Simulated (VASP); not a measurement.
Input of a VASP 6.6.1 run:

The input INCAR:

```
SYSTEM = Al
ALGO = Normal ; EDIFF = 1E-6
EDIFFG = -0.01 ; ENCUT = 600
GGA = PS ; IBRION = 2
ISIF = 3 ; ISMEAR = -1
LASPH = .TRUE. ; LCHARG = .FALSE.
LREAL = .FALSE. ; LWAVE = .FALSE.
NELM = 60 ; NSW = 80
PREC = Accurate ; SIGMA = 0.1
```

File KPOINTS:

```
k-points
0
G
  12 12 12
  0 0 0
```

Contents of POSCAR:

```
Al
1.0
    2.6173666896      0.0000000000      0.0000000000
    0.0000000000      2.6173666896      0.0000000000
    0.0000000000      0.0000000000      2.6173666896
Al
1
Direct
    0.0000000000      0.0000000000      0.0000000000
```

Potentials or basis: VASP PAW PBE potentials, release 64 (Al).

The run is started by

```sh
$ cat potpaw_PBE.64/Al/POTCAR > POTCAR
$ mpirun -np 1 vasp_std > vasp.out
```

Task: Predict the space group after relaxing (to 0.05 Å).

Result: Pm-3m (No. 221).

Task: What does it give for the relaxed volume?

Result: 19.72 Å³/atom.

Step by step:
```csv
step,energy change (eV),largest force (eV/Å),pressure (GPa),volume (Å³)
1,0.0000,0.0000,7.04,17.93
2,-0.0352,0.0000,-0.95,20.06
3,-0.0362,0.0000,0.03,19.72
```

Caveat: the PAW data sets were made with another functional, which shifts forces and pressure a little.
